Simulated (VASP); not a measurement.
Input of a VASP 6.6.1 run:

INCAR

```
SYSTEM = Tc
PREC = Accurate
ENCUT = 520
EDIFF = 1E-6
ISMEAR = -1
SIGMA = 0.05
LREAL = .FALSE.
LASPH = .TRUE.
NELM = 60
ALGO = Normal
ISIF = 2
LWAVE = .FALSE.
LCHARG = .TRUE.
GGA = PS
LELF = .TRUE.
LVHAR = .TRUE.
NBANDS = 20
```

File KPOINTS:

```
Automatic mesh
0
G
  7 7 7
  0 0 0
```

File POSCAR:

```
Tc
1.0
    0.0000000000      2.5412434211      2.5412434211
    2.5412434211      0.0000000000      2.5412434211
    2.5412434211      2.5412434211      0.0000000000
Tc
2
Direct
    0.0000000000      0.0000000000      0.0000000000
    0.2500000000      0.2500000000      0.2500000000
```

Potentials or basis: VASP PAW PBE potentials, release 64 (Tc_pv).

Command:

```console
$ cat potpaw_PBE.64/Tc_pv/POTCAR > POTCAR
$ mpirun -np 1 vasp_std > vasp.out
```

(1) Predict the pressure.

(2) Estimate the band gap on the k mesh.

Results:

(1) 59.5 GPa.

(2) zero (band 13 reaches 11.15 eV, above the bottom of band 14 at 10.35 eV).

Caveat: the PAW data sets were made with another functional, which shifts forces and pressure a little.
